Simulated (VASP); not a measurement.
# CO2 (Pa-3) in VASP: further runs

Runs on CO2. Level: PBEsol. Tasks: single point.

Program: VASP 6.6.1. These are calculated values, not measurements. Logs are shortened: lines on timing, memory, paths and dates and some standing lists are left out, and cuts for length are marked.

### 1 The cell of the first run

The structure is cubic, space group Pa-3 (No. 205). Conventional cell: a = 5.392 Å, b = 5.392 Å, c = 5.392 Å, α = 90.00°, β = 90.00°, γ = 90.00°. C (site symmetry -3) has 2 O at 1.17 Å within 1.6 Å. O (site symmetry 3) has 1 C at 1.17 Å within 1.6 Å.

### 2 Single point, PBEsol

The input, INCAR:

```
SYSTEM = CO2
PREC = Accurate
ENCUT = 520
EDIFF = 1E-6
ISMEAR = 0
SIGMA = 0.01
LREAL = .False.
LASPH = .True.
NELM = 80
ALGO = Normal
ISIF = 2
LWAVE = .False.
LCHARG = .False.
GGA = PS
NBANDS = 44
```

The input, KPOINTS:

```
Automatic mesh
0
Gamma
  4 4 4
  0 0 0
```

The input, POSCAR:

```
CO2
1.0
    5.3917697732      0.0000000000      0.0000000000
    0.0000000000      5.3917697732      0.0000000000
    0.0000000000      0.0000000000      5.3917697732
C O
4 8
Direct
    0.0000000000      0.0000000000      0.0000000000
    0.5000000000      0.0000000000      0.5000000000
    0.5000000000      0.5000000000      0.0000000000
    0.0000000000      0.5000000000      0.5000000000
    0.1248130550      0.1248130550      0.1248130550
    0.3751869450      0.8751869450      0.6248130550
    0.6248130550      0.3751869450      0.8751869450
    0.8751869450      0.6248130550      0.3751869450
    0.8751869450      0.8751869450      0.8751869450
    0.6248130550      0.1248130550      0.3751869450
    0.3751869450      0.6248130550      0.1248130550
    0.1248130550      0.3751869450      0.6248130550
```

Potentials or basis: VASP PAW PBE potentials, release 64 (C, O).

Started as:

```
> cat potpaw_PBE.64/C/POTCAR potpaw_PBE.64/O/POTCAR > POTCAR
> mpirun -np 1 vasp_std > vasp.out
```

OUTCAR:

```text
SYSTEM = CO2
   PREC = Accurate
   ENCUT = 520
   EDIFF = 1E-6
   ISMEAR = 0
   LREAL = .False.
   LASPH = .True.
   NELM = 80
   ISIF = 2
   GGA = PS

 ion  position               nearest neighbor table
   1  0.000  0.000  0.000-   5 1.17   9 1.17
   2  0.500  0.000  0.500-   6 1.17  10 1.17
   3  0.500  0.500  0.000-   7 1.17  11 1.17
   4  0.000  0.500  0.500-   8 1.17  12 1.17
   5  0.125  0.125  0.125-   1 1.17
   6  0.375  0.875  0.625-   2 1.17
   7  0.625  0.375  0.875-   3 1.17
   8  0.875  0.625  0.375-   4 1.17
   9  0.875  0.875  0.875-   1 1.17
  10  0.625  0.125  0.375-   2 1.17
  11  0.375  0.625  0.125-   3 1.17
  12  0.125  0.375  0.625-   4 1.17

  LATTYP: Found a simple cubic cell.
 ALAT       =     5.3917697732

  Lattice vectors:

 A1 = (   5.3917697732,   0.0000000000,   0.0000000000)
 A2 = (   0.0000000000,   5.3917697732,   0.0000000000)
 A3 = (   0.0000000000,   0.0000000000,   5.3917697732)

Analysis of symmetry for initial positions (statically):
=====================================================================
 Subroutine PRICEL returns:
 Original cell was already a primitive cell.

 Routine SETGRP: Setting up the symmetry group for a
 simple cubic supercell.

 Subroutine GETGRP returns: Found 24 space group operations
 (whereof  6 operations were pure point group operations)
 out of a pool of 48 trial point group operations.

The static configuration has the point symmetry S_6 .
 The point group associated with its full space group is T_h .

Analysis of symmetry for dynamics (positions and initial velocities):
=====================================================================
 Subroutine PRICEL returns:
 Original cell was already a primitive cell.

 Routine SETGRP: Setting up the symmetry group for a
 simple cubic supercell.

 Subroutine GETGRP returns: Found 24 space group operations
 (whereof  6 operations were pure point group operations)
 out of a pool of 48 trial point group operations.

The dynamic configuration has the point symmetry S_6 .
 The point group associated with its full space group is T_h .

 Subroutine INISYM returns: Found 24 space group operations
 (whereof  6 operations are pure point group operations),
 and found     1 'primitive' translations
[... 107 lines left out ...]
   ISIF   =      2    stress and relaxation
   ISYM   =      2    0-nonsym 1-usesym 2-fastsym
   POTIM  = 0.5000    time-step for ionic-motion
   TEBEG  =    0.0;   TEEND  =   0.0 temperature during run
   PSTRESS=    0.0 pullay stress
   NELECT =      64.0000    total number of electrons
   NUPDOWN=      -1.0000    fix difference up-down
   EMIN   =  10.00;   EMAX   =-10.00  energy-range for DOS
   EFERMI =   0.00;   METHOD = LEGACY
   ISMEAR =     0;   SIGMA  =   0.01  broadening in eV -4-tet -1-fermi 0-gaus
   EFERMI_NEDOS =   21; number of points for ismear=-14 and -15
   IALGO  =     38    algorithm
   IMIX   =      4    mixing-type and parameters
     AMIX     =   0.40;   BMIX     =  1.00
     AMIX_MAG =   1.60;   BMIX_MAG =  1.00
  volume/ion in A,a.u.               =      13.06        88.15
  Fermi-wavevector in a.u.,A,eV,Ry     =   1.214517  2.295104 20.069284  1.475051
  Thomas-Fermi vector in A             =   2.349934
   LORBIT       =      0    0 simple, 1 ext, 2 COOP (PROOUT), +10 PAW based schemes
   GGA     = PS    functional components
   LHFCALC =     F    Hartree Fock is set to
   AEXX    =    0.0000 exact exchange contribution
   IVDW    =     0    specifies the selected vdW correction
   LEPSILON=     F    determine dielectric tensor
   LRPA    =     F    only Hartree local field effects (RPA)
 non-spin polarized calculation
 Gauss-broadening in eV      SIGMA  =   0.01
  energy-cutoff  :      520.00
  volume of cell :      156.75
 maximum number of plane-waves:      4260
   NGX = 21   NGY = 21   NGZ = 21

 number of electron      63.9999946 magnetization

 Free energy of the ion-electron system (eV)
  ---------------------------------------------------
  ext. energy  EPLUGINS =         0.00000000
  ---------------------------------------------------
  free energy    TOTEN  =       -95.18301075 eV

  energy without entropy =      -95.18301075  energy(sigma->0) =      -95.18301075

 E-fermi :  -2.8652     XC(G=0):  -8.6123

 val. band max:       -2.9312104236   @ k =   0.0000   0.0000   0.0000
 cond. band min:       3.8942959350   @ k =   0.0000   0.0000   0.0000
 fundamental gap:      6.8255063585
 Fermi energy:        -2.8651782485

 k-point     1 :       0.0000    0.0000    0.0000
  band No.  band energies     occupation
      1     -23.6713      2.00000
      2     -23.3459      2.00000
      3     -23.3459      2.00000
      4     -23.3459      2.00000
      5     -22.4632      2.00000
      6     -22.4632      2.00000
[... 506 lines left out ...]
     43       6.9184      0.00000
     44       6.9184      0.00000

------------------------ aborting loop because EDIFF is reached ----------------------------------------

  FORCE on cell =-STRESS in cart. coord.  units (eV):
  Direction    XX          YY          ZZ          XY          YZ          ZX
  --------------------------------------------------------------------------------------
  -------------------------------------------------------------------------------------
  Total        3.5444005      3.5444005      3.5444005      0.0000000     -0.0000000      0.0000000
  in kB       36.2292503     36.2292503     36.2292503      0.0000000     -0.0000000      0.0000000
  external PRESSURE =      36.2292503 kB  Pullay stress =       0.0000000 kB

 VOLUME and BASIS-vectors are now :
 -----------------------------------------------------------------------------
  energy-cutoff  :      520.00
  volume of cell :      156.75
      direct lattice vectors                 reciprocal lattice vectors
     5.391769773  0.000000000  0.000000000     0.185467860  0.000000000  0.000000000
     0.000000000  5.391769773  0.000000000     0.000000000  0.185467860  0.000000000
     0.000000000  0.000000000  5.391769773     0.000000000  0.000000000  0.185467860

 POSITION                                       TOTAL-FORCE (eV/Angst)
 -----------------------------------------------------------------------------------
      0.00000      0.00000      0.00000         0.000000     -0.000000      0.000000
      2.69588      0.00000      2.69588         0.000000     -0.000000      0.000000
      2.69588      2.69588      0.00000         0.000000     -0.000000      0.000000
      0.00000      2.69588      2.69588         0.000000     -0.000000      0.000000
      0.67296      0.67296      0.67296         0.408432      0.408432      0.408432
      2.02292      4.71881      3.36885        -0.408432     -0.408432      0.408432
      3.36885      2.02292      4.71881         0.408432     -0.408432     -0.408432
      4.71881      3.36885      2.02292        -0.408432      0.408432     -0.408432
      4.71881      4.71881      4.71881        -0.408432     -0.408432     -0.408432
      3.36885      0.67296      2.02292         0.408432      0.408432     -0.408432
      2.02292      3.36885      0.67296        -0.408432      0.408432      0.408432
      0.67296      2.02292      3.36885         0.408432     -0.408432      0.408432
 -----------------------------------------------------------------------------------
    total drift:                               -0.000000      0.000000      0.000000

  FREE ENERGIE OF THE ION-ELECTRON SYSTEM (eV)
  ---------------------------------------------------
  free  energy   TOTEN  =       -95.1830107462 eV

  energy  without entropy=      -95.1830107462  energy(sigma->0) =      -95.18301075
```

OSZICAR:

```text
N       E                     dE             d eps       ncg     rms          rms(c)
DAV:   1     0.381963511969E+03    0.38196E+03   -0.34526E+04   968   0.135E+03
DAV:   2    -0.746502530030E+02   -0.45661E+03   -0.44353E+03  1248   0.319E+02
DAV:   3    -0.100679088457E+03   -0.26029E+02   -0.25818E+02  1144   0.783E+01
DAV:   4    -0.101000434065E+03   -0.32135E+00   -0.31967E+00  1172   0.965E+00
DAV:   5    -0.101005372432E+03   -0.49384E-02   -0.49375E-02  1104   0.118E+00    0.187E+01
DAV:   6    -0.956891301445E+02    0.53162E+01   -0.15403E+01  1088   0.209E+01    0.872E+00
DAV:   7    -0.953041974521E+02    0.38493E+00   -0.78156E-01  1116   0.491E+00    0.483E+00
DAV:   8    -0.951935520443E+02    0.11065E+00   -0.56099E-01  1044   0.367E+00    0.918E-01
DAV:   9    -0.951818523824E+02    0.11700E-01   -0.45896E-02  1036   0.119E+00    0.360E-01
DAV:  10    -0.951827019661E+02   -0.84958E-03   -0.87576E-03  1132   0.419E-01    0.829E-02
DAV:  11    -0.951829495006E+02   -0.24753E-03   -0.28340E-04  1080   0.943E-02    0.352E-02
DAV:  12    -0.951830099183E+02   -0.60418E-04   -0.53515E-05  1132   0.396E-02    0.519E-03
DAV:  13    -0.951830107462E+02   -0.82791E-06   -0.33485E-06   912   0.106E-02
   1 F= -.95183011E+02 E0= -.95183011E+02  d E =-.204154E-22
```

stdout:

```text
POSCAR found type information on POSCAR C O
 POSCAR found :  2 types and      12 ions
 scaLAPACK will be used
 -----------------------------------------------------------------------------
|                                                                             |
|                                                                             |
|     You enforced a specific xc type in the INCAR file but a different       |
|     I HOPE YOU KNOW WHAT YOU ARE DOING!                                     |
|                                                                             |
 -----------------------------------------------------------------------------

 LDA part: xc-table for (Slater+PW92), standard interpolation
 POSCAR, INCAR and KPOINTS ok, starting setup
 FFT: planning ... GRIDC
 FFT: planning ... GRID_SOFT
 FFT: planning ... GRID
 WAVECAR not read
 entering main loop
```

Wall time 40 s (1 thread of Intel Xeon Platinum 8488C (Sapphire Rapids), shared host); peak memory 0.26 GiB.

What came out:

| Item | Value |
| --- | --- |
| Free energy | -95.1830 eV |
| Pressure | 3.6 GPa |
| Largest force | 0.707 eV/Å |
| Band gap on the k mesh | 6.83 eV, direct |

Forces in eV/Å, atoms in the order of the input:
```
C    0.000  0.000  0.000
C    0.000  0.000  0.000
C    0.000  0.000  0.000
C    0.000  0.000  0.000
O    0.408  0.408  0.408
O   -0.408 -0.408  0.408
O    0.408 -0.408 -0.408
O   -0.408  0.408 -0.408
O   -0.408 -0.408 -0.408
O    0.408  0.408 -0.408
O   -0.408  0.408  0.408
O    0.408 -0.408  0.408
```

Caveat: the PAW data sets were made with another functional, which shifts forces and pressure a little.

### 3 Single point, PBEsol

The input, INCAR:

```
SYSTEM = CO2
PREC = Accurate ; ENCUT = 520
EDIFF = 1E-6 ; ISMEAR = 0
SIGMA = 0.02 ; LREAL = .FALSE.
LASPH = .TRUE. ; NELM = 80
ALGO = Normal ; ISIF = 2
LWAVE = .FALSE. ; LCHARG = .FALSE.
GGA = PS ; NBANDS = 44
```

The input, KPOINTS:

```
Automatic mesh
0
G
  4 4 4
  0 0 0
```

POSCAR is that of step 2.

Potentials or basis: VASP PAW PBE potentials, release 64 (C, O).

Started as:

```
> cat potpaw_PBE.64/C/POTCAR potpaw_PBE.64/O/POTCAR > POTCAR
> mpirun -np 1 vasp_std > vasp.out
```

Run time: 40 s. Hardware: 1 thread of Intel Xeon Platinum 8488C (Sapphire Rapids), shared host; peak memory 0.25 GiB.

The run converged. Its results:

- Free energy: -95.1830 eV
- Pressure: 3.6 GPa
- Largest force: 0.707 eV/Å
- Band gap on the k mesh: 6.83 eV, direct

Forces on the atoms (eV/Å):
```
C    0.000  0.000  0.000
C    0.000  0.000  0.000
C    0.000  0.000  0.000
C    0.000  0.000  0.000
O    0.408  0.408  0.408
O   -0.408 -0.408  0.408
O    0.408 -0.408 -0.408
O   -0.408  0.408 -0.408
O   -0.408 -0.408 -0.408
O    0.408  0.408 -0.408
O   -0.408  0.408  0.408
O    0.408 -0.408  0.408
```

Levels at points of the mesh, in eV from the valence-band top:
```csv
k point,band 30,band 31,band 32,band 33,band 34,band 35
"(0.00, 0.00, 0.00)",-0.26,0.00,0.00,6.83,7.87,7.87
"(0.50, 0.00, 0.00)",-0.39,-0.09,-0.09,7.79,7.79,8.09
"(0.50, 0.50, 0.00)",-0.35,-0.35,-0.35,7.79,7.79,7.79
"(0.50, 0.50, 0.50)",-0.42,-0.42,-0.42,7.78,7.78,7.78
```

Caveat: the PAW data sets were made with another functional, which shifts forces and pressure a little.

(Continued in part 2 of 2.)
